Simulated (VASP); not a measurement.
Write the native input for VASP 6.6.1 that does the following.

* Task: single point
* Functional: r2SCAN
* Potentials or basis: VASP PAW PBE potentials, release 64 (K_sv, I)
* Cutoff: 520 eV
* k mesh: 6 × 6 × 6
* Occupations: gaussian, width 0.05 eV
* Spin: no spin polarisation
* Dipole correction: no
* Further INCAR settings: ALGO = Normal; EDIFF = 1e-06; NBANDS = 15

The system is KI.

```
K I
1.0
     0.00000    3.14018    4.44021
     3.14018    0.00000    4.44021
     3.14018    3.14018    0.00000
K I
1 1
Direct
  0.00000 0.00000 0.00000
  0.50000 0.50000 0.50000
```

This cell differs from its parent crystal: ratio of the length along z to the lengths across it x 1.414, volume and fractional coordinates fixed.

The input as run:

POSCAR

```
KI
1.0
    0.0000000000      3.1401751524      4.4402076655
    3.1401751524      0.0000000000      4.4402076655
    3.1401751524      3.1401751524      0.0000000000
K I
1 1
Direct
    0.0000000000      0.0000000000      0.0000000000
    0.5000000000      0.5000000000      0.5000000000
```

INCAR.step1

```
PREC = Accurate
ENCUT = 520
ISMEAR = 0
SIGMA = 0.05
LREAL = F
LASPH = T
NELM = 100
NBANDS = 15
GGA = PE
ALGO = Normal
EDIFF = 1E-4
LWAVE = T
LCHARG = F
```

INCAR.step2

```
PREC = Accurate
ENCUT = 520
EDIFF = 1E-6
ISMEAR = 0
SIGMA = 0.05
LREAL = F
LASPH = T
NELM = 100
ALGO = Normal
ISIF = 2
LWAVE = F
LCHARG = F
METAGGA = R2SCAN
LMIXTAU = T
NBANDS = 15
ISTART = 1
```

KPOINTS

```
regular mesh
0
Gamma
  6 6 6
```

Potentials or basis: VASP PAW PBE potentials, release 64 (K_sv, I).

The run is started by

```bash
$ cat potpaw_PBE.64/K_sv/POTCAR potpaw_PBE.64/I/POTCAR > POTCAR
$ cp INCAR.step1 INCAR
$ mpirun -np 1 vasp_std > vasp.out
$ cp INCAR.step2 INCAR
$ mpirun -np 1 vasp_std > vasp.out
```

It gave:

| Item | Value |
| --- | --- |
| Pressure | 4.4 GPa |
| Band gap on the k mesh | 4.22 eV |

Caveat: the cell stands under pressure; the PAW data sets were made with another functional, which shifts forces and pressure a little; spin-orbit coupling is left out, which moves the levels of the heavy elements.

It took 74 s on 1 thread of Intel(R) Xeon(R) 6975P-C (Granite Rapids), with other jobs on the host, peak memory 0.25 GiB.
